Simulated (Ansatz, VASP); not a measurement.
**Two plane-wave programs on Rh**

Contents of POSCAR:

```
Rh
1.0
    2.4798854893      0.0000000000      0.0000000000
    0.0000000000      2.4798854893      0.0000000000
    0.0000000000      0.0000000000      2.4798854893
Rh
1
Direct
    0.0000000000      0.0000000000      0.0000000000
```

The input INCAR.step1:

```
SYSTEM = Rh
ALGO = Normal
EDIFF = 1E-5
ENCUT = 680
GGA = PE
GGA_COMPAT = .FALSE.
ISMEAR = -1
LASPH = .TRUE.
LCHARG = .FALSE.
LREAL = .FALSE.
LWAVE = .TRUE.
NBANDS = 14
NELM = 120
PREC = Accurate
SIGMA = 0.1
```

File INCAR.step2:

```
SYSTEM = Rh
ALGO = Normal
EDIFF = 1E-6
ENCUT = 680
GGA_COMPAT = .FALSE.
ISIF = 2
ISMEAR = -1
ISTART = 1
LASPH = .TRUE.
LCHARG = .TRUE.
LELF = .TRUE.
LMIXTAU = .TRUE.
LREAL = .FALSE.
LVHAR = .TRUE.
LWAVE = .FALSE.
METAGGA = R2SCAN
NBANDS = 14
NELM = 120
PREC = Accurate
SIGMA = 0.1
```

KPOINTS

```
k-points
0
G
  14 14 14
  0 0 0
```

Input for Ansatz:

```yaml
crystal:
  lattice:
    - [2.4798854893, 0.0, 0.0]
    - [0.0, 2.4798854893, 0.0]
    - [0.0, 0.0, 2.4798854893]
  atoms:
    - { symbol: Rh, position: [0.0, 0.0, 0.0] }
hamiltonian:
  xc: r2scan
  pseudopotentials:
    kind: paw
    azcp:
      Rh: "pseudopotentials/Rh.paw.azcp"
basis:
  ecutwfc: 500
  fft_grid_basis: typed
kpoints:
  mp_grid: { grid: [14, 14, 14], shift: [0, 0, 0] }
magnetization:
  spin_polarized: false
scf:
  occupations: { method: fermi_dirac, width: 0.1 }
  lower_state_search: "off"
output:
  stress: true
```

Alike in both runs: task single point; functional r2SCAN; k mesh 14 × 14 × 14; occupations fermi-dirac, width 0.1 eV; no spin polarisation.

```csv
,VASP,Ansatz
version,VASP 6.6.1,Ansatz 0.2.0
potentials or method,"VASP PAW PBE potentials, release 64 (Rh_sv_GW), cutoff 680 eV","plane waves (500 eV) with PAW, scalar-relativistic"
valence electrons in the cell,17,17
```

Ansatz gave:

* pressure (GPa): 8.9

Question: What did VASP give for the same quantities?

Answer: Pressure (GPa): 9.0.

VASP's potentials were made for PBE, not for r2SCAN.
